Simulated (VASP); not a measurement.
**Na: single point with PBE**

Crystal: Na.

```
CELL_PARAMETERS angstrom
-2.09611 2.09611 2.09611
2.09611 -2.09611 2.09611
2.09611 2.09611 -2.09611
ATOMIC_POSITIONS crystal
Na 0.00000 0.00000 0.00000
```

```yaml
Program: VASP 6.6.1
Task: single point
Functional: PBE
Potentials_or_basis: VASP PAW PBE potentials, release 64 (Na_pv)
Cutoff: 500 eV
k_mesh: 12 × 12 × 12
Occupations: fermi-dirac, width 0.05 eV
Spin: no spin polarisation
```

```json
{"Pressure": "0.0 GPa", "Band gap on the k mesh": "zero (an odd number of electrons rules out a gap without spin polarisation)"}
```

Levels at points of the mesh, in eV from the Fermi level:
| k point | band 1 | band 2 | band 3 | band 4 | band 5 | band 6 | band 7 | band 8 |
| --- | --- | --- | --- | --- | --- | --- | --- | --- |
| (0.00, 0.00, 0.00) | -24.86 | -24.86 | -24.86 | -3.26 | 11.81 | 11.81 | 11.81 | 12.81 |
| (0.50, 0.00, 0.00) | -24.90 | -24.87 | -24.86 | 0.79 | 1.26 | 8.27 | 9.23 | 9.33 |
| (0.50, 0.50, 0.50) | -24.89 | -24.89 | -24.89 | 4.56 | 4.56 | 4.95 | 4.95 | 4.95 |

Wall time 13 s on 1 thread of AMD EPYC 7R13 Processor (Zen 3), on a shared host, peak memory 0.12 GiB.
